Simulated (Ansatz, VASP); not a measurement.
KGe3 in VASP and in Ansatz

The input INCAR:

```
SYSTEM = KGe3
PREC = Accurate ; ENCUT = 520
EDIFF = 1E-6 ; ISMEAR = 0
SIGMA = 0.1 ; LREAL = .False.
LASPH = .True. ; NELM = 100
ALGO = Normal ; ISIF = 2
LWAVE = .False. ; LCHARG = .False.
GGA = PE ; NBANDS = 34
```

File KPOINTS:

```
Automatic mesh
0
Gamma
  6 6 6
  0 0 0
```

File POSCAR:

```
KGe3
1.0
   -1.9380230800      1.9380230800      4.7959731600
    1.9380230800     -1.9380230800      4.7959731600
    1.9380230800      1.9380230800     -4.7959731600
K Ge
1 3
Direct
    0.0000000000      0.0000000000      0.0000000000
    0.3798992300      0.3798992300      0.0000000000
    0.7500000000      0.2500000000      0.5000000000
    0.6201007700      0.6201007700      0.0000000000
```

Input for Ansatz:

```yaml
crystal:
  lattice:
    - [-1.93802308, 1.93802308, 4.79597316]
    - [1.93802308, -1.93802308, 4.79597316]
    - [1.93802308, 1.93802308, -4.79597316]
  atoms:
    - { symbol: K, position: [0.0, 0.0, 0.0] }
    - { symbol: Ge, position: [0.37989923, 0.37989923, 0.0] }
    - { symbol: Ge, position: [0.75, 0.25, 0.5] }
    - { symbol: Ge, position: [0.62010077, 0.62010077, 0.0] }
basis:
  ecutwfc: 420
kpoints:
  mp_grid: { grid: [6, 6, 6] }
hamiltonian:
  xc: pbe
scf:
  occupations: { method: gaussian, width: 0.1 }
  lower_state_search: "off"
output:
  forces: true
  stress: true
  eigenvalues: true
```

Alike in both runs: task single point; functional PBE; k mesh 6 × 6 × 6; occupations gaussian, width 0.1 eV; no spin polarisation.

|  | VASP | Ansatz |
| --- | --- | --- |
| version | VASP 6.6.1 | Ansatz 0.2.0 |
| potentials or method | VASP PAW PBE potentials, release 64 (K_sv, Ge_d), cutoff 520 eV | scalar-relativistic, plane waves, PAW |
| valence electrons in the cell | 51 | 51 |

Ansatz gave:

| Property | Result |
| --- | --- |
| gap on the k mesh at the Fermi level (eV) | none |
| rms of the force components (eV/Å) | 0.010 |

Task: What did VASP give for the same quantities?

Result: gap on the k mesh at the Fermi level (eV): none; rms of the force components (eV/Å): 0.006.

Atom by atom the forces differ by 0.004 eV/Å (rms over components). A gap of «none» marks a metal or a gap that the smearing closes.

The k mesh is coarse, so the values compare programs but aren't converged.
